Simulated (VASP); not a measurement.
Input of a VASP 6.6.1 run:

INCAR

```
SYSTEM = InP
PREC     = Accurate       ! precision mode
ENCUT    = 520            ! plane-wave cutoff, eV
EDIFF    = 1E-8           ! SCF threshold, eV
ISMEAR   = -1             ! smearing method
SIGMA    = 0.05           ! smearing width, eV
LREAL    = .False.        ! projectors in reciprocal space
LASPH    = .True.         ! aspherical terms in the spheres
NELM     = 80             ! most SCF steps
ALGO     = Normal         ! electronic algorithm
ISIF     = 2              ! what is computed and relaxed
LWAVE    = .False.        ! write WAVECAR
LCHARG   = .False.        ! write CHGCAR
GGA      = CA             ! functional
LEFG     = .True.       
NBANDS   = 16             ! bands
```

Contents of KPOINTS:

```
regular mesh
0
Gamma
  11 11 11
  0 0 0
```

Contents of POSCAR:

```
InP
1.0
    0.0000000000      2.8550000000      2.8550000000
    2.8550000000      0.0000000000      2.8550000000
    2.8550000000      2.8550000000      0.0000000000
In P
1 1
Direct
    0.0000000000      0.0000000000      0.0000000000
    0.5000000000      0.5000000000      0.5000000000
```

Potentials or basis: VASP PAW LDA potentials, release 64 (In_d, P).

Launch:

```console
$ cat potpaw_LDA.64/In_d/POTCAR potpaw_LDA.64/P/POTCAR > POTCAR
$ mpirun -np 1 vasp_std > vasp.out
```

Question: Predict the pressure.

Answer: -9.7 GPa.

Question: What does it give for the band gap on the k mesh?

Answer: Zero (bands 9 and 10 overlap by 2.33 eV).

Caveat: the cell stands under tension; spin-orbit coupling is left out, which moves the levels of the heavy elements.
